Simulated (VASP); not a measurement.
## HfN: single point with RPBE

Crystal: HfN.

```
CELL_PARAMETERS angstrom
0.00000 2.25600 2.25600
2.25600 0.00000 2.25600
2.25600 2.25600 0.00000
ATOMIC_POSITIONS crystal
Hf 0.00000 0.00000 0.00000
N 0.50000 0.50000 0.50000
```

```json
{
 "Program": "VASP 6.6.1",
 "Task": "single point",
 "Functional": "RPBE",
 "Potentials or basis": "VASP PAW PBE potentials, release 64 (Hf_pv, N)",
 "Cutoff": "600 eV",
 "k mesh": "10 × 10 × 10",
 "Occupations": "gaussian, width 0.05 eV",
 "Spin": "no spin polarisation",
 "Dipole correction": "no",
 "Further INCAR settings": "ALGO = Normal; EDIFF = 1e-06; NBANDS = 14"
}
```

* Pressure: 8.7 GPa
* Band gap on the k mesh: zero (an odd number of electrons rules out a gap without spin polarisation)

Levels at points of the mesh, in eV from the Fermi level:
```tsv
k point	band 4	band 5	band 6	band 7	band 8	band 9	band 10	band 11	band 12	band 13
(0.00, 0.00, 0.00)	-17.66	-3.10	-3.10	-3.10	-0.37	-0.37	-0.37	1.76	1.95	1.95
(0.50, 0.00, 0.00)	-14.95	-8.96	-6.26	-6.26	3.26	3.70	3.70	4.37	8.86	8.86
(0.50, 0.50, 0.00)	-16.58	-5.49	-3.86	-3.77	-3.77	4.09	5.53	5.53	5.59	8.05
```

It took 20 s on 1 thread of AMD EPYC 7R13 Processor (Zen 3) (shared host), peak memory 0.14 GiB.

Caveat: the cell stands under pressure; the PAW data sets were made with another functional, which shifts forces and pressure a little; spin-orbit coupling is left out, which moves the levels of the heavy elements.
